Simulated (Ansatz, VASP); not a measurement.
One calculation of NiSb, two programs

The input INCAR:

```
SYSTEM = NiSb
PREC = Accurate
ENCUT = 520
EDIFF = 1E-6
ISMEAR = -1
SIGMA = 0.05
LREAL = .False.
LASPH = .True.
NELM = 100
ALGO = Normal
ISIF = 2
LWAVE = .False.
LCHARG = .True.
GGA = PE
LELF = .True.
LVHAR = .True.
NBANDS = 23
```

KPOINTS

```
regular mesh
0
Gamma
  8 8 5
  0 0 0
```

POSCAR

```
NiSb
1.0
    3.9280000000      0.0000000000      0.0000000000
   -1.9640000000      3.4017477861      0.0000000000
    0.0000000000      0.0000000000      5.1200000000
Sb Ni
2 2
Direct
    0.6666666667      0.3333333333      0.7500000000
    0.3333333333      0.6666666667      0.2500000000
    0.0000000000      0.0000000000      0.5000000000
    0.0000000000      0.0000000000      0.0000000000
```

The input input.yaml:

```yaml
crystal:
  lattice:
    - [3.928, 0.0, 0.0]
    - [-1.964, 3.4017477861, 0.0]
    - [0.0, 0.0, 5.12]
  atoms:
    - { symbol: Sb, position: [0.6666666667, 0.3333333333, 0.75] }
    - { symbol: Sb, position: [0.3333333333, 0.6666666667, 0.25] }
    - { symbol: Ni, position: [0.0, 0.0, 0.5] }
    - { symbol: Ni, position: [0.0, 0.0, 0.0] }
hamiltonian:
  xc: pbe
  pseudopotentials: { kind: paw }
kpoints:
  mp_grid: { grid: [8, 8, 5] }
scf:
  occupations: { method: fermi_dirac, width: 0.05 }
output:
  forces: true
  stress: true
  eigenvalues: true
  write_density: true
  write_potential: true
  elf: true
  volumetric_format: npy
```

Alike in both runs: task single point; functional PBE; k mesh 8 × 8 × 5; occupations fermi-dirac, width 0.05 eV; no spin polarisation.

|  | VASP | Ansatz |
| --- | --- | --- |
| version | VASP 6.6.1 | Ansatz 0.2.0 |
| potentials or method | VASP PAW PBE potentials, release 64 (Sb, Ni) | Ansatz PAW |
| plane-wave cutoff (eV) | 520 | 420 |
| valence electrons in the cell | 30 | 66 |

```tsv
	VASP	Ansatz	Ansatz less VASP
gap on the k mesh at the Fermi level (eV)	none	none	-
pressure (GPa)	3.6	3.8	+0.16
traceless stress, the component that is largest in VASP (GPa)	-0.33	-0.46	-0.126
```

A gap of «none» marks a metal or a gap that the smearing closes. VASP's potentials hold 30 valence electrons a cell and Ansatz's 66, so a difference there can come from the potentials and not from the codes.

Spin-orbit coupling is off throughout.
